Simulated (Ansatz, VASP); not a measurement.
**Two plane-wave programs on Cd**

```
Cd
1.0
     0.00000    2.27288    2.27288
     2.27288    0.00000    2.27288
     2.27288    2.27288    0.00000
Cd
1
Direct
  0.00000 0.00000 0.00000
```

Alike in both runs: task single point; functional PBEsol; k mesh 14 × 14 × 14; occupations fermi-dirac, width 0.1 eV; no spin polarisation.

|  | VASP | Ansatz |
| --- | --- | --- |
| version | VASP 6.6.1 | Ansatz 0.2.0 |
| potentials or method | VASP PAW PBE potentials, release 64 (Cd), cutoff 520 eV | plane waves (420 eV) with PAW, scalar-relativistic |
| valence electrons in the cell | 12 | 20 |

```tsv
	VASP	Ansatz	Ansatz less VASP
pressure (GPa)	-4.7	-4.9	-0.20
```

VASP's potentials were made for PBE, not for PBEsol, and Ansatz warns of the same on its side. VASP's potentials hold 12 valence electrons a cell and Ansatz's 20, so a difference there can come from the potentials and not from the codes.
